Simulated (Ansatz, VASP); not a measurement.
InSb in VASP and in Ansatz

INCAR

```
  PREC = Accurate
  ENCUT = 520
  EDIFF = 1E-7
  ISMEAR = 0
  SIGMA = 0.15
  LREAL = F
  LASPH = T
  NELM = 100
  ALGO = Normal
  ISIF = 2
  LWAVE = F
  LCHARG = F
  NBANDS = 16
```

File KPOINTS:

```
Automatic mesh
0
Gamma
  14 14 14
```

POSCAR

```
InSb
1.0
    0.0000000000      3.0735130000      3.0427778700
    3.0735130000      0.0000000000      3.0427778700
    3.0735130000      3.0735130000      0.0000000000
In Sb
1 1
Direct
    0.0000000000      0.0000000000      0.0000000000
    0.5000000000      0.5000000000      0.5000000000
```

Input for Ansatz:

```yaml
crystal:
  lattice:
    - [0.0, 3.073513, 3.04277787]
    - [3.073513, 0.0, 3.04277787]
    - [3.073513, 3.073513, 0.0]
  atoms:
    - { symbol: In, position: [0.0, 0.0, 0.0] }
    - { symbol: Sb, position: [0.5, 0.5, 0.5] }
basis:
  ecutwfc: 420
kpoints:
  mp_grid: { grid: [14, 14, 14] }
hamiltonian:
  xc: lda
scf:
  occupations: { method: gaussian, width: 0.15 }
output:
  forces: true
  stress: true
  eigenvalues: true
```

Change from the starting cell: strain -0.0100 x Voigt [0, 0, 1, 0, 0, 0], atoms carried along.

Alike in both runs: task single point; functional LDA; k mesh 14 × 14 × 14; occupations gaussian, width 0.15 eV; no spin polarisation.

|  | VASP | Ansatz |
| --- | --- | --- |
| version | VASP 6.6.1 | Ansatz 0.2.0 |
| potentials or method | VASP PAW LDA potentials, release 64 (In_d, Sb), cutoff 520 eV | scalar-relativistic, plane waves, PAW |
| valence electrons in the cell | 18 | 28 |

VASP gave:

- gap on the k mesh at the Fermi level (eV): none
- pressure (GPa): -3.6
- traceless stress, the component that is largest in VASP (GPa): 0.47

**Question.** What did Ansatz give for the same quantities?

**Answer.** gap on the k mesh at the Fermi level (eV): none; pressure (GPa): -3.7; traceless stress, the component that is largest in VASP (GPa): 0.47.

LDA's correlation is that of Perdew and Zunger in VASP and of Perdew and Wang (1992) in Ansatz. A gap of «none» marks a metal or a gap that the smearing closes. VASP's potentials hold 18 valence electrons a cell and Ansatz's 28, so a difference there can come from the potentials and not from the codes.

Neither program's run includes spin-orbit coupling.
